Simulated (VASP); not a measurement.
Wanted: the native input for a VASP 6.6.1 run.

```
Task                   : single point
Functional             : PBE
Potentials or basis    : VASP PAW PBE potentials, release 64 (Nb_sv)
Cutoff                 : 520 eV
k mesh                 : 13 × 13 × 13
Occupations            : methfessel-paxton, width 0.3 eV
Spin                   : no spin polarisation
Dipole correction      : no
Further INCAR settings : ALGO = Normal; EDIFF = 1e-06; NBANDS = 12
```

The structure of Nb lies in POSCAR:

```
Nb
1.0
   -1.6547957147      1.6547957147      1.6547957147
    1.6547957147     -1.6547957147      1.6547957147
    1.6547957147      1.6547957147     -1.6547957147
Nb
1
Direct
    0.0000000000      0.0000000000      0.0000000000
```

These files were run (other wordings do the same):

INCAR

```
SYSTEM = Nb
PREC = Accurate
ENCUT = 520
EDIFF = 1E-6
ISMEAR = 1
SIGMA = 0.3
LREAL = .FALSE.
LASPH = .TRUE.
NELM = 100
ALGO = Normal
ISIF = 2
LWAVE = .FALSE.
LCHARG = .FALSE.
GGA = PE
NBANDS = 12
```

KPOINTS

```
Automatic mesh
0
G
  13 13 13
  0 0 0
```

Potentials or basis: VASP PAW PBE potentials, release 64 (Nb_sv).

Command:

```console
$ cat potpaw_PBE.64/Nb_sv/POTCAR > POTCAR
$ mpirun -np 1 vasp_std > vasp.out
```

It gave:

| Quantity | Value |
| --- | --- |
| Pressure | -0.7 GPa |

Wall time 17 s on 1 thread of AMD EPYC 9R14 (Zen 4), on a shared host, peak memory 0.11 GiB.
